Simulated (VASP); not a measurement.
BaAlSi, 3 atoms in the cell. The structure is hexagonal, space group P-6m2 (No. 187). Conventional cell: a = 4.264 Å, b = 4.264 Å, c = 5.173 Å, α = 90.00°, β = 90.00°, γ = 120.00°. Ba (site symmetry -6m2) has 6 Al at 3.57 Å and 6 Si at 3.57 Å and 6 Ba at 4.26 Å within 4.7 Å. Al (site symmetry -6m2) has 3 Si at 2.46 Å within 3.3 Å. Within 3.3 Å of Si (site symmetry -6m2) lie 3 Al at 2.46 Å. 

```yaml
Program: VASP 6.6.1
Task: single point
Functional: PBEsol
Potentials_or_basis: VASP PAW PBE potentials, release 64 (Ba_sv, Al, Si)
Cutoff: 520 eV
k_mesh: 6 × 6 × 5
Occupations: methfessel-paxton, width 0.1 eV
Spin: no spin polarisation
Dipole_correction: no
Further_INCAR_settings: ALGO = Normal; EDIFF = 1e-06; NBANDS = 16
```

Potentials or basis: VASP PAW PBE potentials, release 64 (Ba_sv, Al, Si).

Run with:

```bash
$ cat potpaw_PBE.64/Ba_sv/POTCAR potpaw_PBE.64/Al/POTCAR potpaw_PBE.64/Si/POTCAR > POTCAR
$ mpirun -np 1 vasp_std > vasp.out
```

Hardware: 1 thread of AMD EPYC 9R45 96-Core Processor (Zen 5), on a shared host.

**Question.** How long does it take, and how much memory?

**Answer.** Wall time 13 s on 1 thread of AMD EPYC 9R45 96-Core Processor (Zen 5) (shared host), peak memory 0.17 GiB. Counts: scf iterations 13, k points 21.
